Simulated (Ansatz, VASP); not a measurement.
Si4O7: VASP beside Ansatz

```
CELL_PARAMETERS angstrom
5.07998 0.00000 0.00000
0.00000 5.07998 0.00000
0.00000 0.00000 7.09148
ATOMIC_POSITIONS crystal
Si 0.29443 0.29443 0.00000
Si 0.20557 0.79443 0.25000
Si 0.70557 0.70557 0.50000
Si 0.79443 0.20557 0.75000
O 0.40537 0.74096 0.42483
O 0.75904 0.90537 0.67483
O 0.59463 0.25904 0.92483
O 0.74096 0.40537 0.57517
O 0.18577 0.27172 0.19956
O 0.25904 0.59463 0.07517
O 0.09463 0.24096 0.82517
```

Change from the starting cell: O vacancy; atom 9 moved 1.125 of the way to it and +0.900 Å across, host rigid.

Alike in both runs: task single point; functional PBE; k mesh 4 × 4 × 4; occupations gaussian, width 0.05 eV; no spin polarisation.

|  | VASP | Ansatz |
| --- | --- | --- |
| version | VASP 6.6.1 | Ansatz 0.2.0 |
| potentials or method | VASP PAW PBE potentials, release 64 (Si, O), cutoff 520 eV | scalar-relativistic, plane waves, PAW |
| valence electrons in the cell | 58 | 58 |

VASP gave:

- gap on the k mesh at the Fermi level (eV): 1.45
- least direct gap on the mesh (eV): 1.45
- pressure (GPa): 2.6
- traceless stress, the component that is largest in VASP (GPa): -4.67
- rms of the force components (eV/Å): 2.353

Task: What did Ansatz give for the same quantities?

Result: gap on the k mesh at the Fermi level (eV): 1.46; least direct gap on the mesh (eV): 1.46; pressure (GPa): 2.5; traceless stress, the component that is largest in VASP (GPa): -4.62; rms of the force components (eV/Å): 2.336.

Atom by atom the forces differ by 0.039 eV/Å (rms over components). With one functional, cell and mesh, what is left measures potentials, basis and numerics.
